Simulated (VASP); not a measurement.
Runs of VASP 6.6.1 on ScAl3. The structure is that of space group I4/mmm (No. 139), or close to it. The cells are those of the table. 

| cell | further INCAR settings | gap on the mesh (eV) | pressure (GPa) |
| --- | --- | --- | --- |
| a = 5.256 Å, angles 133.7, 133.7, 67.5°, 4 atoms | ALGO = Fast; EDIFF = 1e-07; NBANDS = 18 | none | -5.2 |
| a = 5.233 Å, angles 134.2, 134.2, 66.8°, 4 atoms | ALGO = Fast; EDIFF = 1e-07; NBANDS = 18 | none | (a) |
| a = 5.248 Å, angles 133.9, 133.9, 67.3°, 4 atoms | ALGO = Fast; EDIFF = 1e-06; NBANDS = 18 | none | -4.6 |
| a = 5.217 Å, angles 134.5, 134.5, 66.2°, 4 atoms | ALGO = Fast; EDIFF = 1e-06; NBANDS = 18 | none | -1.6 |

Alike in all rows: task single point; level PBEsol; potentials or basis VASP PAW PBE potentials, release 64 (Sc_sv, Al); no spin polarisation; k mesh 16 × 16 × 16; cutoff (eV) 520; smearing gaussian 0.15 eV.

Problem. Fill in the values left out.

Solution. (a) -3.2.

Caveats: the PAW data sets were made with another functional, which shifts forces and pressure a little; the cell stands under tension (at least some runs).

A gap of «none» marks levels without a gap at the run's occupations.
